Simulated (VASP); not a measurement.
A run of VASP 6.6.1 is set up as follows.

INCAR

```
PREC = Accurate
ENCUT = 520
EDIFF = 1E-6
ISMEAR = -1
SIGMA = 0.05
LREAL = F
LASPH = T
NELM = 60
ALGO = Fast
ISIF = 2
LWAVE = F
LCHARG = F
GGA = PE
NBANDS = 30
```

The input KPOINTS:

```
Automatic mesh
0
Gamma
  6 6 6
```

POSCAR

```
In3As
1.0
    4.7633058499      0.0000000000      0.0000000000
    0.0000000000      4.7633058499      0.0000000000
    0.0000000000      0.0000000000      4.7633058499
In As
3 1
Direct
    0.5000000000      0.5000000000      0.0000000000
    0.5000000000      0.0000000000      0.5000000000
    0.0000000000      0.5000000000      0.5000000000
    0.0000000000      0.0000000000      0.0000000000
```

Potentials or basis: VASP PAW PBE potentials, release 64 (In_d, As).

Command:

```console
$ cat potpaw_PBE.64/In_d/POTCAR potpaw_PBE.64/As/POTCAR > POTCAR
$ mpirun -np 1 vasp_std > vasp.out
```

Problem. Estimate the pressure.

Solution. -1.6 GPa.

Problem. Estimate the band gap on the k mesh.

Solution. Zero (bands 22 and 23 overlap by 3.49 eV).

Caveat: spin-orbit coupling is left out, which moves the levels of the heavy elements.
